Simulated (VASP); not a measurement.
# Ta (Fm-3m) in VASP: notebook

Ta is run at these levels: BLYP; tasks: single point, relaxation of cell and atoms.

Everything below comes from runs of VASP 6.6.1. Logs are shortened: lines on timing, memory, paths and dates and some standing lists are left out, and cuts for length are marked.

## (1) The cell of the first run

The structure is cubic, space group Fm-3m (No. 225). Conventional cell: a = 4.321 Å, b = 4.321 Å, c = 4.321 Å, α = 90.00°, β = 90.00°, γ = 90.00°. Within 4.0 Å of Ta (site symmetry m-3m) lie 12 Ta at 3.06 Å.

## (2) Single point, BLYP (volume scaled by 1.04)

File INCAR:

```
AGGAC    = 1.0          
AGGAX    = 1.0          
ALDAC    = 0.0          
ALDAX    = 1.0          
ALGO     = Normal         # electronic algorithm
EDIFF    = 1E-6           # SCF threshold, eV
ENCUT    = 520            # plane-wave cutoff, eV
GGA      = B5             # functional
ISIF     = 2              # what is computed and relaxed
ISMEAR   = -1             # smearing method
LASPH    = True           # aspherical terms in the spheres
LCHARG   = False          # write CHGCAR
LREAL    = False          # projectors in reciprocal space
LWAVE    = False          # write WAVECAR
NBANDS   = 12             # bands
NELM     = 100            # most SCF steps
PREC     = Accurate       # precision mode
SIGMA    = 0.1            # smearing width, eV
```

File KPOINTS:

```
k-points
0
Gamma
  14 14 14
```

File POSCAR:

```
Ta
1.0
    0.0000000000      2.1605178760      2.1605178760
    2.1605178760      0.0000000000      2.1605178760
    2.1605178760      2.1605178760      0.0000000000
Ta
1
Direct
    0.0000000000      0.0000000000      0.0000000000
```

Potentials or basis: VASP PAW PBE potentials, release 64 (Ta_pv).

The run is started by

```sh
$ cat potpaw_PBE.64/Ta_pv/POTCAR > POTCAR
$ mpirun -np 1 vasp_std > vasp.out
```

OUTCAR:

```text
EDIFF = 1E-6
   ENCUT = 520
   GGA = B5
   ISIF = 2
   ISMEAR = -1
   LASPH = True
   LREAL = False
   NELM = 100
   PREC = Accurate

 ion  position               nearest neighbor table
   1  0.000  0.000  0.000-

  LATTYP: Found a face centered cubic cell.
 ALAT       =     4.3210357520

  Lattice vectors:

 A1 = (   0.0000000000,   2.1605178760,   2.1605178760)
 A2 = (   2.1605178760,   0.0000000000,   2.1605178760)
 A3 = (   2.1605178760,   2.1605178760,   0.0000000000)

Analysis of symmetry for initial positions (statically):
=====================================================================
 Subroutine PRICEL returns:
 Original cell was already a primitive cell.

 Routine SETGRP: Setting up the symmetry group for a
 face centered cubic supercell.

 Subroutine GETGRP returns: Found 48 space group operations
 (whereof 48 operations were pure point group operations)
 out of a pool of 48 trial point group operations.

The static configuration has the point symmetry O_h .

Analysis of symmetry for dynamics (positions and initial velocities):
=====================================================================
 Subroutine PRICEL returns:
 Original cell was already a primitive cell.

 Routine SETGRP: Setting up the symmetry group for a
 face centered cubic supercell.

 Subroutine GETGRP returns: Found 48 space group operations
 (whereof 48 operations were pure point group operations)
 out of a pool of 48 trial point group operations.

The dynamic configuration has the point symmetry O_h .

 Subroutine INISYM returns: Found 48 space group operations
 (whereof 48 operations are pure point group operations),
 and found     1 'primitive' translations

----------------------------------------------------------------------------------------

                                     Primitive cell

  volume of cell :      20.1699

  direct lattice vectors                    reciprocal lattice vectors
     0.000000000  2.160517876  2.160517876    -0.231425995  0.231425995  0.231425995
     2.160517876  0.000000000  2.160517876     0.231425995 -0.231425995  0.231425995
     2.160517876  2.160517876  0.000000000     0.231425995  0.231425995 -0.231425995

  length of vectors
     3.055433682  3.055433682  3.055433682     0.400841582  0.400841582  0.400841582

  position of ions in fractional coordinates (direct lattice)
     0.000000000  0.000000000  0.000000000

  ion indices of the primitive-cell ions
   primitive index   ion index
                 1           1

----------------------------------------------------------------------------------------

 KPOINTS: k-points

Automatic generation of k-mesh.
 Grid dimensions read from file:
 generate k-points for:   14   14   14

 Generating k-lattice:

  Cartesian coordinates                     Fractional coordinates (reciprocal lattice)
    -0.016530428  0.016530428  0.016530428     0.071428571  0.000000000  0.000000000
     0.016530428 -0.016530428  0.016530428     0.000000000  0.071428571  0.000000000
     0.016530428  0.016530428 -0.016530428     0.000000000  0.000000000  0.071428571

  Length of vectors
     0.028631542  0.028631542  0.028631542

  Shift w.r.t. Gamma in fractional coordinates (k-lattice)
     0.000000000  0.000000000  0.000000000

 Subroutine IBZKPT returns following result:
 ===========================================

 Found    104 irreducible k-points:

 Following reciprocal coordinates:
            Coordinates               Weight
  0.000000  0.000000  0.000000      1.000000
  0.071429  0.000000  0.000000      8.000000
  0.142857  0.000000  0.000000      8.000000
  0.214286  0.000000  0.000000      8.000000
  0.285714  0.000000  0.000000      8.000000
  0.357143  0.000000  0.000000      8.000000
[... 16 lines left out ...]
  0.214286  0.142857  0.000000     24.000000
  0.285714  0.142857  0.000000     24.000000
 [... further k-points ...]
   k-points           NKPTS =    104   k-points in BZ     NKDIM =    104   number of bands    NBANDS=     12
   number of dos      NEDOS =    301   number of ions     NIONS =      1
   total plane-waves  NPLWV =  13824
   dimension x,y,z NGX =    24 NGY =   24 NGZ =   24
   dimension x,y,z NGXF=    48 NGYF=   48 NGZF=   48
   ions per type =               1
   NGX,Y,Z   is equivalent  to a cutoff of  13.06, 13.06, 13.06 a.u.
   NGXF,Y,Z  is equivalent  to a cutoff of  26.12, 26.12, 26.12 a.u.
 SYSTEM =  unknown system
   PREC   = accura    normal or accurate (medium, high low for compatibility)
   ISTART =      0    job   : 0-new  1-cont  2-samecut
   ICHARG =      2    charge: 1-file 2-atom 10-const
   ISPIN  =      1    spin polarized calculation?
   LNONCOLLINEAR =      F non collinear calculations
   LSORBIT =      F    spin-orbit coupling
   LASPH  =      T    aspherical Exc in radial PAW
   ENCUT  =  520.0 eV  38.22 Ry    6.18 a.u.   5.68  5.68  5.68*2*pi/ulx,y,z
   NELM   =    100;   NELMIN=  2; NELMDL= -5     # of ELM steps
   EDIFF  = 0.1E-05   stopping-criterion for ELM
   LREAL  =      F    real-space projection
   EDIFFG = 0.1E-04   stopping-criterion for IOM
   NSW    =      0    number of steps for IOM
   IBRION =     -1    ionic relax: 0-MD 1-quasi-New 2-CG
   NFREE  =      0    steps in history (QN), initial steepest desc. (CG)
   ISIF   =      2    stress and relaxation
   ISYM   =      2    0-nonsym 1-usesym 2-fastsym
   POTIM  = 0.5000    time-step for ionic-motion
   TEBEG  =    0.0;   TEEND  =   0.0 temperature during run
   PSTRESS=    0.0 pullay stress
   NELECT =      11.0000    total number of electrons
   NUPDOWN=      -1.0000    fix difference up-down
   EMIN   =  10.00;   EMAX   =-10.00  energy-range for DOS
   EFERMI =   0.00;   METHOD = LEGACY
   ISMEAR =    -1;   SIGMA  =   0.10  broadening in eV -4-tet -1-fermi 0-gaus
   EFERMI_NEDOS =   21; number of points for ismear=-14 and -15
   IALGO  =     38    algorithm
   IMIX   =      4    mixing-type and parameters
     AMIX     =   0.40;   BMIX     =  1.00
     AMIX_MAG =   1.60;   BMIX_MAG =  1.00
  volume/ion in A,a.u.               =      20.17       136.11
  Fermi-wavevector in a.u.,A,eV,Ry     =   1.337533  2.527571 24.340751  1.788995
  Thomas-Fermi vector in A             =   2.466074
   LORBIT       =      0    0 simple, 1 ext, 2 COOP (PROOUT), +10 PAW based schemes
   GGA     = B5    functional components
   LHFCALC =     F    Hartree Fock is set to
   AEXX    =    0.0000 exact exchange contribution
   IVDW    =     0    specifies the selected vdW correction
   LEPSILON=     F    determine dielectric tensor
   LRPA    =     F    only Hartree local field effects (RPA)
 non-spin polarized calculation
  energy-cutoff  :      520.00
  volume of cell :       20.17
 maximum number of plane-waves:       553
   NGX = 11   NGY = 11   NGZ = 11

 number of electron      10.9999999 magnetization

 Free energy of the ion-electron system (eV)
  ---------------------------------------------------
  ext. energy  EPLUGINS =         0.00000000
  ---------------------------------------------------
  free energy    TOTEN  =       -10.07300095 eV

  energy without entropy =      -10.02714966  energy(sigma->0) =      -10.05007530

 E-fermi :   5.5084     XC(G=0): -11.4463

 val. band max:        5.5004626470   @ k =   0.5000   0.2857   0.0000
 cond. band min:       5.5523274845   @ k =  -0.3571   0.3571   0.0000
 fundamental gap:      0.0518648375
 Fermi energy:         5.5084191280

 k-point     1 :       0.0000    0.0000    0.0000
  band No.  band energies     occupation
      1     -28.2422      2.00000
      2     -28.2422      2.00000
      3     -28.2422      2.00000
      4      -2.1720      2.00000
      5       5.8660      0.05447
      6       5.8660      0.05447
      7       5.8660      0.05447
      8       8.5466      0.00000
      9       8.5466      0.00000
     10      17.8569      0.00000
     11      18.8087      0.00000
     12      22.4586      0.00000

 k-point     2 :       0.0714    0.0000    0.0000
  band No.  band energies     occupation
      1     -28.2848      2.00000
      2     -28.2478      2.00000
      3     -28.2478      2.00000
      4      -1.9831      2.00000
      5       5.7128      0.22927
      6       5.9542      0.02291
      7       5.9542      0.02291
      8       8.4684      0.00000
      9       8.4684      0.00000
     10      18.2423      0.00000
     11      18.8081      0.00000
     12      21.5344      0.00000

 k-point     3 :       0.1429    0.0000    0.0000
  band No.  band energies     occupation
      1     -28.4027      2.00000
      2     -28.2633      2.00000
      3     -28.2633      2.00000
      4      -1.4449      2.00000
      5       5.3459      1.67106
      6       6.1579      0.00302
      7       6.1579      0.00302
      8       8.3337      0.00000
      9       8.3337      0.00000
     10      18.8043      0.00000
     11      19.1332      0.00000
     12      20.1848      0.00000
[... 286 lines left out ...]
 k-point    23 :       0.2143    0.1429    0.0000
  band No.  band energies     occupation
      1     -28.5065      2.00000
      2     -28.3268      2.00000
      3     -28.3202      2.00000
      4      -0.5961      2.00000
      5       4.6068      1.99976
      6       6.5174      0.00008
      7       6.7382      0.00001
      8       7.3116      0.00000
      9       9.0624      0.00000
     10      18.8042      0.00000
     11      20.3465      0.00000
     12      20.9174      0.00000

 k-point    24 :       0.2857    0.1429    0.0000
  band No.  band energies     occupation
      1     -28.6542      2.00000
      2     -28.3545      2.00000
      3     -28.3461      2.00000
      4       0.2110      2.00000
      5       4.3203      1.99999
      6       6.0325      0.01054
      7       6.8418      0.00000
      8       7.9823      0.00000
      9       9.4393      0.00000
     10      18.7705      0.00000
     11      19.0836      0.00000
     12      21.6797      0.00000

 [... further k-points ...]
[... 5 lines left out ...]
  --------------------------------------------------------------------------------------
  -------------------------------------------------------------------------------------
  Total       -0.7037542     -0.7037542     -0.7037542      0.0000000     -0.0000000      0.0000000
  in kB      -55.9020871    -55.9020871    -55.9020871      0.0000000     -0.0000000      0.0000000
  external PRESSURE =     -55.9020871 kB  Pullay stress =       0.0000000 kB

 VOLUME and BASIS-vectors are now :
 -----------------------------------------------------------------------------
  energy-cutoff  :      520.00
  volume of cell :       20.17
      direct lattice vectors                 reciprocal lattice vectors
     0.000000000  2.160517876  2.160517876    -0.231425995  0.231425995  0.231425995
     2.160517876  0.000000000  2.160517876     0.231425995 -0.231425995  0.231425995
     2.160517876  2.160517876  0.000000000     0.231425995  0.231425995 -0.231425995

 POSITION                                       TOTAL-FORCE (eV/Angst)
 -----------------------------------------------------------------------------------
      0.00000      0.00000      0.00000         0.000000      0.000000      0.000000
 -----------------------------------------------------------------------------------
    total drift:                               -0.000000      0.000000     -0.000000

  FREE ENERGIE OF THE ION-ELECTRON SYSTEM (eV)
  ---------------------------------------------------
  free  energy   TOTEN  =       -10.0730009499 eV

  energy  without entropy=      -10.0271496557  energy(sigma->0) =      -10.05007530
```

Wall time 12 s (1 thread of Intel Xeon Platinum 8488C (Sapphire Rapids), shared host); peak memory 0.15 GiB.

What came out:

```yaml
Free_energy: -10.0730 eV
Pressure: -5.6 GPa
```

Caveat: the PAW data sets were made with another functional, which shifts forces and pressure a little; spin-orbit coupling is left out, which moves the levels of the heavy elements.

[end of part 1 of 3]
